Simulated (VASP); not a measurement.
Al, 1 atom in the cell. The structure is cubic, space group Im-3m (No. 229). Conventional cell: a = 3.315 Å, b = 3.315 Å, c = 3.315 Å, α = 90.00°, β = 90.00°, γ = 90.00°. Al (site symmetry m-3m) has 14 Al at 2.87 to 3.32 Å within 3.8 Å. 

| Item | Value |
| --- | --- |
| Program | VASP 6.6.1 |
| Task | single point |
| Functional | HF |
| Potentials or basis | VASP PAW PBE potentials, release 64 (Al) |
| Cutoff | 520 eV |
| k mesh | 6 × 6 × 6 |
| Occupations | fermi-dirac, width 0.05 eV |
| Spin | no spin polarisation |
| Dipole correction | no |
| Grid for exact exchange (PRECFOCK) | Normal |
| Further INCAR settings | ALGO = Normal; EDIFF = 1e-06; NBANDS = 8 |

Potentials or basis: VASP PAW PBE potentials, release 64 (Al).

Command:

```sh
$ cat potpaw_PBE.64/Al/POTCAR > POTCAR
$ cp INCAR.step1 INCAR
$ mpirun -np 1 vasp_std > vasp.out
$ cp INCAR.step2 INCAR
$ mpirun -np 1 vasp_std > vasp.out
```

Hardware: 1 thread of Intel(R) Xeon(R) 6975P-C (Granite Rapids), on a shared host.

Problem. Estimate the wall time of this run.

Solution. Wall time 110 s on 1 thread of Intel(R) Xeon(R) 6975P-C (Granite Rapids), on a shared host, peak memory 0.13 GiB. Counts: k points 16.
